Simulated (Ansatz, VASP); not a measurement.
## One calculation of CsSnI3, two programs

INCAR

```
  PREC = Accurate
  ENCUT = 520
  EDIFF = 1E-7
  ISMEAR = 0
  SIGMA = 0.03
  LREAL = F
  LASPH = T
  NELM = 100
  ALGO = Normal
  ISIF = 2
  LWAVE = F
  LCHARG = F
  GGA = PS
  NBANDS = 30
```

Contents of KPOINTS:

```
Automatic mesh
0
Gamma
  6 6 6
```

File POSCAR:

```
CsSnI3
1.0
    5.7092440000      0.0000000000      0.0000000000
    0.0000000000      5.7092440000      0.0000000000
    0.0000000000      0.0000000000      5.9574720000
Cs Sn I
1 1 3
Direct
    0.0000000000      0.0000000000      0.0000000000
    0.5000000000      0.5000000000      0.5000000000
    0.0000000000      0.5000000000      0.5000000000
    0.5000000000      0.0000000000      0.5000000000
    0.5000000000      0.5000000000      0.0000000000
```

Input for Ansatz:

```yaml
crystal:
  lattice:
    - [5.709244, 0.0, 0.0]
    - [0.0, 5.709244, 0.0]
    - [0.0, 0.0, 5.957472]
  atoms:
    - { symbol: Cs, position: [0.0, 0.0, 0.0] }
    - { symbol: Sn, position: [0.5, 0.5, 0.5] }
    - { symbol: I, position: [0.0, 0.5, 0.5] }
    - { symbol: I, position: [0.5, 0.0, 0.5] }
    - { symbol: I, position: [0.5, 0.5, 0.0] }
basis:
  ecutwfc: 420
kpoints:
  mp_grid: { grid: [6, 6, 6] }
hamiltonian:
  xc: pbesol
scf:
  occupations: { method: gaussian, width: 0.03 }
output:
  forces: true
  stress: true
  eigenvalues: true
```

Change from the starting cell: strain -0.080 along x and y, -0.040 along z, atoms carried along.

Alike in both runs: task single point; functional PBEsol; k mesh 6 × 6 × 6; occupations gaussian, width 0.03 eV; no spin polarisation.

```csv
,VASP,Ansatz
version,VASP 6.6.1,Ansatz 0.2.0
potentials or method,"VASP PAW PBE potentials, release 64 (Cs_sv, Sn_d, I), cutoff 520 eV","scalar-relativistic, plane waves, PAW"
valence electrons in the cell,44,74
```

```tsv
	VASP	Ansatz	Ansatz less VASP
gap on the k mesh at the Fermi level (eV)	0.05	0.06	+0.011
least direct gap on the mesh (eV)	0.18	0.19	+0.009
pressure (GPa)	4.9	4.8	-0.02
traceless stress, the component that is largest in VASP (GPa)	-2.10	-2.11	-0.009
```

VASP's potentials were made for PBE, not for PBEsol. VASP's potentials hold 44 valence electrons a cell and Ansatz's 74, so a difference there can come from the potentials and not from the codes.

Spin-orbit coupling is off throughout.
